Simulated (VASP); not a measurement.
# Na (P6/mmm) in VASP: notebook

The runs below take Na through relaxation of cell and atoms, with PBEsol.

All numbers are computed with VASP 6.6.1; they aren't measurements. Logs are shortened: lines on timing, memory, paths and dates and some standing lists are left out, and cuts for length are marked.

## 1. The cell of the first run

Symmetry: P6/mmm, No. 191, hexagonal system. Conventional cell: a = 3.550 Å, b = 3.550 Å, c = 3.322 Å, α = 90.00°, β = 90.00°, γ = 120.00°. Na (site symmetry 6/mmm) has 8 Na at 3.32 to 3.55 Å within 4.4 Å.

This isn't the form of Na at room conditions, which is bcc.

## 2. Relaxation of cell and atoms, PBEsol, target pressure 0.29 GPa, at which the enthalpy is minimised

INCAR reads:

```
SYSTEM = Na
PREC = Accurate
ENCUT = 600
EDIFF = 1E-6
ISMEAR = -1
SIGMA = 0.1
LREAL = .FALSE.
LASPH = .TRUE.
NELM = 100
ALGO = Normal
ISIF = 3
LWAVE = .FALSE.
LCHARG = .FALSE.
GGA = PS
IBRION = 2
NSW = 32
EDIFFG = -0.005
PSTRESS = 2.9
```

KPOINTS reads:

```
Automatic mesh
0
G
  13 13 12
  0 0 0
```

POSCAR reads:

```
Na
1.0
    3.5502483302      0.0000000000      0.0000000000
   -1.7751241651      3.0746052437      0.0000000000
    0.0000000000      0.0000000000      3.3220822114
Na
1
Direct
    0.0000000000      0.0000000000      0.0000000000
```

Potentials or basis: VASP PAW PBE potentials, release 64 (Na_pv).

On the command line:

```bash
> cat potpaw_PBE.64/Na_pv/POTCAR > POTCAR
> mpirun -np 1 vasp_std > vasp.out
```

OUTCAR:

```text
SYSTEM = Na
   PREC = Accurate
   ENCUT = 600
   EDIFF = 1E-6
   ISMEAR = -1
   LREAL = .FALSE.
   LASPH = .TRUE.
   NELM = 100
   ISIF = 3
   GGA = PS
   IBRION = 2
   NSW = 32
   EDIFFG = -0.005
   PSTRESS = 2.9

 ion  position               nearest neighbor table
   1  0.000  0.000  0.000-

  LATTYP: Found a hexagonal cell.
 ALAT       =     3.5502483302
 C/A-ratio  =     0.9357323495

  Lattice vectors:

 A1 = (   3.5502483302,   0.0000000000,   0.0000000000)
 A2 = (  -1.7751241651,   3.0746052437,   0.0000000000)
 A3 = (   0.0000000000,   0.0000000000,   3.3220822114)

Analysis of symmetry for initial positions (statically):
=====================================================================
 Subroutine PRICEL returns:
 Original cell was already a primitive cell.

 Routine SETGRP: Setting up the symmetry group for a
 hexagonal supercell.

 Subroutine GETGRP returns: Found 24 space group operations
 (whereof 24 operations were pure point group operations)
 out of a pool of 24 trial point group operations.

The static configuration has the point symmetry D_6h.

Analysis of symmetry for dynamics (positions and initial velocities):
=====================================================================
 Subroutine PRICEL returns:
 Original cell was already a primitive cell.

 Routine SETGRP: Setting up the symmetry group for a
 hexagonal supercell.

 Subroutine GETGRP returns: Found 24 space group operations
 (whereof 24 operations were pure point group operations)
 out of a pool of 24 trial point group operations.

The dynamic configuration has the point symmetry D_6h.

 Subroutine INISYM returns: Found 24 space group operations
 (whereof 24 operations are pure point group operations),
 and found     1 'primitive' translations

----------------------------------------------------------------------------------------

                                     Primitive cell

  volume of cell :      36.2626

  direct lattice vectors                    reciprocal lattice vectors
     3.550248330  0.000000000  0.000000000     0.281670437  0.162622503  0.000000000
    -1.775124165  3.074605244  0.000000000     0.000000000  0.325245006  0.000000000
     0.000000000  0.000000000  3.322082211     0.000000000  0.000000000  0.301016030

  length of vectors
     3.550248330  3.550248330  3.322082211     0.325245006  0.325245006  0.301016030

  position of ions in fractional coordinates (direct lattice)
     0.000000000  0.000000000  0.000000000

  ion indices of the primitive-cell ions
   primitive index   ion index
                 1           1

----------------------------------------------------------------------------------------

 KPOINTS: Automatic mesh

Automatic generation of k-mesh.
 Grid dimensions read from file:
 generate k-points for:   13   13   12

 Generating k-lattice:

  Cartesian coordinates                     Fractional coordinates (reciprocal lattice)
     0.021666957  0.012509423  0.000000000     0.076923077  0.000000000  0.000000000
     0.000000000  0.025018847  0.000000000     0.000000000  0.076923077  0.000000000
     0.000000000  0.000000000  0.025084669     0.000000000  0.000000000  0.083333333

  Length of vectors
     0.025018847  0.025018847  0.025084669

  Shift w.r.t. Gamma in fractional coordinates (k-lattice)
     0.000000000  0.000000000  0.000000000

 Subroutine IBZKPT returns following result:
 ===========================================

 Found    147 irreducible k-points:

 Following reciprocal coordinates:
            Coordinates               Weight
  0.000000  0.000000  0.000000      1.000000
  0.076923  0.000000  0.000000      6.000000
  0.153846  0.000000  0.000000      6.000000
  0.230769  0.000000  0.000000      6.000000
  0.307692  0.000000  0.000000      6.000000
  0.384615  0.000000  0.000000      6.000000
[... 16 lines left out ...]
  0.076923  0.000000  0.083333     12.000000
  0.153846  0.000000  0.083333     12.000000
 [... further k-points ...]
   k-points           NKPTS =    147   k-points in BZ     NKDIM =    147   number of bands    NBANDS=      7
   number of dos      NEDOS =    301   number of ions     NIONS =      1
   total plane-waves  NPLWV =  21952
   dimension x,y,z NGX =    28 NGY =   28 NGZ =   28
   dimension x,y,z NGXF=    56 NGYF=   56 NGZF=   56
   ions per type =               1
   NGX,Y,Z   is equivalent  to a cutoff of  13.11, 13.11, 14.01 a.u.
   NGXF,Y,Z  is equivalent  to a cutoff of  26.22, 26.22, 28.02 a.u.
 SYSTEM =  Na
   PREC   = accura    normal or accurate (medium, high low for compatibility)
   ISTART =      0    job   : 0-new  1-cont  2-samecut
   ICHARG =      2    charge: 1-file 2-atom 10-const
   ISPIN  =      1    spin polarized calculation?
   LNONCOLLINEAR =      F non collinear calculations
   LSORBIT =      F    spin-orbit coupling
   LASPH  =      T    aspherical Exc in radial PAW
   ENCUT  =  600.0 eV  44.10 Ry    6.64 a.u.   7.09  7.09  6.64*2*pi/ulx,y,z
   NELM   =    100;   NELMIN=  2; NELMDL= -5     # of ELM steps
   EDIFF  = 0.1E-05   stopping-criterion for ELM
   LREAL  =      F    real-space projection
   EDIFFG = -.5E-02   stopping-criterion for IOM
   NSW    =     32    number of steps for IOM
   IBRION =      2    ionic relax: 0-MD 1-quasi-New 2-CG
   NFREE  =      1    steps in history (QN), initial steepest desc. (CG)
   ISIF   =      3    stress and relaxation
   ISYM   =      2    0-nonsym 1-usesym 2-fastsym
   POTIM  = 0.5000    time-step for ionic-motion
   TEBEG  =    0.0;   TEEND  =   0.0 temperature during run
   PSTRESS=    2.9 pullay stress
   NELECT =       7.0000    total number of electrons
   NUPDOWN=      -1.0000    fix difference up-down
   EMIN   =  10.00;   EMAX   =-10.00  energy-range for DOS
   EFERMI =   0.00;   METHOD = LEGACY
   ISMEAR =    -1;   SIGMA  =   0.10  broadening in eV -4-tet -1-fermi 0-gaus
   EFERMI_NEDOS =   21; number of points for ismear=-14 and -15
   IALGO  =     38    algorithm
   IMIX   =      4    mixing-type and parameters
     AMIX     =   0.40;   BMIX     =  1.00
     AMIX_MAG =   1.60;   BMIX_MAG =  1.00
  volume/ion in A,a.u.               =      36.26       244.71
  Fermi-wavevector in a.u.,A,eV,Ry     =   0.946138  1.787942 12.179635  0.895178
  Thomas-Fermi vector in A             =   2.074107
   LORBIT       =      0    0 simple, 1 ext, 2 COOP (PROOUT), +10 PAW based schemes
   GGA     = PS    functional components
   LHFCALC =     F    Hartree Fock is set to
   AEXX    =    0.0000 exact exchange contribution
   IVDW    =     0    specifies the selected vdW correction
   LEPSILON=     F    determine dielectric tensor
   LRPA    =     F    only Hartree local field effects (RPA)
 conjugate gradient relaxation of ions
 non-spin polarized calculation
  energy-cutoff  :      600.00
  volume of cell :       36.26
 maximum number of plane-waves:      1231
   NGX = 15   NGY = 15   NGZ = 13

--------------------------------------- Ionic step        1  -------------------------------------------

 number of electron       6.9999992 magnetization

 Free energy of the ion-electron system (eV)
  ---------------------------------------------------
  ext. energy  EPLUGINS =         0.00000000
  ---------------------------------------------------
  free energy    TOTEN  =        -1.33947087 eV

  energy without entropy =       -1.32429409  energy(sigma->0) =       -1.33188248

------------------------ aborting loop because EDIFF is reached ----------------------------------------

  FORCE on cell =-STRESS in cart. coord.  units (eV):
  Direction    XX          YY          ZZ          XY          YZ          ZX
  --------------------------------------------------------------------------------------
  -------------------------------------------------------------------------------------
  Total        0.0541283      0.0541283      0.0579519      0.0000000     -0.0000000      0.0000000
  in kB        2.3915346      2.3915346      2.5604697      0.0000000     -0.0000000      0.0000000
  external PRESSURE =      -0.4521537 kB  Pullay stress =       2.9000000 kB

 VOLUME and BASIS-vectors are now :
 -----------------------------------------------------------------------------
  energy-cutoff  :      600.00
  volume of cell :       36.26
      direct lattice vectors                 reciprocal lattice vectors
     3.550248330  0.000000000  0.000000000     0.281670437  0.162622503  0.000000000
    -1.775124165  3.074605244  0.000000000     0.000000000  0.325245006  0.000000000
     0.000000000  0.000000000  3.322082211     0.000000000  0.000000000  0.301016030

 POSITION                                       TOTAL-FORCE (eV/Angst)
 -----------------------------------------------------------------------------------
      0.00000      0.00000      0.00000         0.000000      0.000000      0.000000
 -----------------------------------------------------------------------------------
    total drift:                               -0.000000     -0.000000     -0.000000

  FREE ENERGIE OF THE ION-ELECTRON SYSTEM (eV)
  ---------------------------------------------------
  free  energy   TOTEN  =        -1.3394708704 eV

  energy  without entropy=       -1.3242940923  energy(sigma->0) =       -1.33188248

  enthalpy is  TOTEN    =        -1.2738342991 eV   P V=        0.0656365713

--------------------------------------- Ionic step        2  -------------------------------------------

 number of electron       6.9999992 magnetization

 Free energy of the ion-electron system (eV)
  ---------------------------------------------------
  ext. energy  EPLUGINS =         0.00000000
  ---------------------------------------------------
  free energy    TOTEN  =        -1.33937570 eV

  energy without entropy =       -1.32421159  energy(sigma->0) =       -1.33179364

 E-fermi :   0.4081     XC(G=0):  -6.5608

 val. band max:        0.3756772159   @ k =   0.0000   0.0000   0.5000
 cond. band min:       0.4316544978   @ k =   0.4615   0.0000   0.0000
 fundamental gap:      0.0559772819
 Fermi energy:         0.4080999893

 k-point     1 :       0.0000    0.0000    0.0000
  band No.  band energies     occupation
      1     -24.4863      2.00000
      2     -24.4863      2.00000
      3     -24.4853      2.00000
      4      -2.9481      2.00000
      5       9.2256      0.00000
      6      10.3963      0.00000
      7      11.4750      0.00000

 k-point     2 :       0.0769    0.0000    0.0000
  band No.  band energies     occupation
      1     -24.4890      2.00000
      2     -24.4869      2.00000
      3     -24.4851      2.00000
      4      -2.8505      2.00000
      5       9.1249      0.00000
      6      10.0639      0.00000
      7      10.4730      0.00000

 k-point     3 :       0.1538    0.0000    0.0000
  band No.  band energies     occupation
      1     -24.4966      2.00000
      2     -24.4887      2.00000
      3     -24.4843      2.00000
      4      -2.5588      2.00000
      5       7.9093      0.00000
      6       9.3378      0.00000
      7      10.2386      0.00000

 k-point     4 :       0.2308    0.0000    0.0000
  band No.  band energies     occupation
      1     -24.5072      2.00000
      2     -24.4912      2.00000
      3     -24.4832      2.00000
      4      -2.0765      2.00000
      5       6.1700      0.00000
      6       9.1090      0.00000
      7       9.6279      0.00000

 k-point     5 :       0.3077    0.0000    0.0000
  band No.  band energies     occupation
      1     -24.5184      2.00000
      2     -24.4939      2.00000
      3     -24.4820      2.00000
      4      -1.4090      2.00000
      5       4.5284      0.00000
      6       8.8329      0.00000
      7       9.1639      0.00000
[... 161 lines left out ...]
 k-point    22 :       0.0000    0.0000    0.0833
  band No.  band energies     occupation
      1     -24.4895      2.00000
      2     -24.4859      2.00000
      3     -24.4859      2.00000
      4      -2.8500      2.00000
      5       7.8984      0.00000
      6      11.5647      0.00000
      7      11.5647      0.00000

 k-point    23 :       0.0769    0.0000    0.0833
  band No.  band energies     occupation
      1     -24.4893      2.00000
      2     -24.4886      2.00000
      3     -24.4866      2.00000
      4      -2.7526      2.00000
      5       7.9425      0.00000
      6      10.0634      0.00000
      7      11.0451      0.00000

 k-point    24 :       0.1538    0.0000    0.0833
  band No.  band energies     occupation
      1     -24.4962      2.00000
      2     -24.4884      2.00000
      3     -24.4884      2.00000
      4      -2.4615      2.00000
      5       7.7751      0.00000
      6       8.5204      0.00000
      7      10.3203      0.00000

 [... further k-points ...]
[... 5 lines left out ...]
  --------------------------------------------------------------------------------------
  -------------------------------------------------------------------------------------
  Total        0.0666056      0.0666056      0.0681227     -0.0000000      0.0000000      0.0000000
  in kB        2.9471780      2.9471780      3.0143062     -0.0000000      0.0000000      0.0000000
  external PRESSURE =       0.0695541 kB  Pullay stress =       2.9000000 kB

 VOLUME and BASIS-vectors are now :
 -----------------------------------------------------------------------------
  energy-cutoff  :      600.00
  volume of cell :       36.21
      direct lattice vectors                 reciprocal lattice vectors
     3.548277273  0.000000000  0.000000000     0.281826904  0.162712839  0.000000000
    -1.774138636  3.072898258 -0.000000000     0.000000000  0.325425678  0.000000000
     0.000000000 -0.000000000  3.320850616     0.000000000  0.000000000  0.301127667

 POSITION                                       TOTAL-FORCE (eV/Angst)
 -----------------------------------------------------------------------------------
      0.00000      0.00000      0.00000         0.000000      0.000000      0.000000
 -----------------------------------------------------------------------------------
    total drift:                               -0.000000     -0.000000     -0.000000

  FREE ENERGIE OF THE ION-ELECTRON SYSTEM (eV)
  ---------------------------------------------------
  free  energy   TOTEN  =        -1.3393757028 eV

  energy  without entropy=       -1.3242115862  energy(sigma->0) =       -1.33179364

  enthalpy is  TOTEN    =        -1.2738362990 eV   P V=        0.0655394038

 reached required accuracy - stopping structural energy minimisation
```

Run time: 15 s. Hardware: 1 thread of Intel Xeon 6975P-C (Granite Rapids), shared host; peak memory 0.17 GiB.

What came out:

```
Free energy                                                : -1.3394 eV
Relaxed volume                                             : 36.21 Å³/atom
Relaxed cell                                               : a = 3.548 Å, b = 3.548 Å, c = 3.321 Å, α = 90.00°, β = 90.00°, γ = 120.00°
Space group after relaxing (to 0.1 Å)                      : P6/mmm (No. 191)
Energy change on relaxing (the run minimises the enthalpy) : +0.1 meV/atom
Ionic steps                                                : 2
Pressure after relaxing                                    : 0.3 GPa
Band gap on the k mesh                                     : zero (an odd number of electrons rules out a gap without spin polarisation)
```

Final structure:
```yaml
crystal:
  lattice:
    - [3.54828, 0.00000, 0.00000]
    - [-1.77414, 3.07290, 0.00000]
    - [0.00000, 0.00000, 3.32085]
  atoms:
    - { symbol: Na, position: [0.00000, 0.00000, 0.00000] }
```

Caveat: the cell is relaxed towards a set pressure, so the run minimises the enthalpy, not the energy; the PAW data sets were made with another functional, which shifts forces and pressure a little.

## 3. Relaxation of cell and atoms, PBEsol, target pressure 0.29 GPa, at which the enthalpy is minimised

This run uses another cell than the first one, of 36.52 Å³/atom.

INCAR reads:

```
SYSTEM = Na
ALGO = Normal
EDIFF = 1E-6
EDIFFG = -0.005
ENCUT = 600
GGA = PS
IBRION = 2
ISIF = 3
ISMEAR = -1
LASPH = .True.
LCHARG = .False.
LREAL = .False.
LWAVE = .False.
NELM = 60
NSW = 60
PREC = Accurate
PSTRESS = 2.9
SIGMA = 0.1
```

KPOINTS reads:

```
k-points
0
Gamma
  13 13 12
  0 0 0
```

POSCAR reads:

```
Na
1.0
    3.5532513186      0.0000000000      0.0000000000
   -1.7766256593      3.0772059080      0.0000000000
    0.0000000000      0.0000000000      3.3400562395
Na
1
Direct
    0.0000000000      0.0000000000      0.0000000000
```

Potentials or basis: VASP PAW PBE potentials, release 64 (Na_pv).

On the command line:

```bash
> cat potpaw_PBE.64/Na_pv/POTCAR > POTCAR
> mpirun -np 1 vasp_std > vasp.out
```

Wall time 29 s (1 thread of Intel Xeon 6975P-C (Granite Rapids), shared host); peak memory 0.17 GiB.

Results (log left out):

```
Free energy                                                : -1.3394 eV
Relaxed volume                                             : 36.19 Å³/atom
Relaxed cell                                               : a = 3.546 Å, b = 3.546 Å, c = 3.323 Å, α = 90.00°, β = 90.00°, γ = 120.00°
Space group after relaxing (to 0.1 Å)                      : P6/mmm (No. 191)
Energy change on relaxing (the run minimises the enthalpy) : +0.5 meV/atom
Ionic steps                                                : 5
Pressure after relaxing                                    : 0.3 GPa
Band gap on the k mesh                                     : zero (an odd number of electrons rules out a gap without spin polarisation)
```

Step by step:
| step | energy change (eV) | largest force (eV/Å) | pressure (GPa) | volume (Å³) |
| --- | --- | --- | --- | --- |
| 1 | 0.0000 | 0.0000 | 0.19 | 36.52 |
| 2 | 0.0002 | 0.0000 | 0.25 | 36.40 |
| 3 | 0.0003 | 0.0000 | 0.27 | 36.30 |
| 4 | 0.0007 | 0.0000 | 0.32 | 36.10 |
| 5 | 0.0005 | 0.0000 | 0.29 | 36.19 |

Final structure:
```
CELL_PARAMETERS angstrom
3.54627 0.00000 0.00000
-1.77313 3.07116 0.00000
0.00000 0.00000 3.32288
ATOMIC_POSITIONS crystal
Na 0.00000 0.00000 0.00000
```

Levels at points of the mesh, in eV from the Fermi level:
```
           k point  band 1  band 2  band 3  band 4  band 5  band 6  band 7
(0.00, 0.00, 0.00)  -24.89  -24.89  -24.89   -3.36    8.81    9.97   11.08
(0.00, 0.00, 0.50)  -24.95  -24.89  -24.89   -0.04    0.18   13.51   13.51
```

Caveat: the cell is relaxed towards a set pressure, so the run minimises the enthalpy, not the energy; the PAW data sets were made with another functional, which shifts forces and pressure a little.
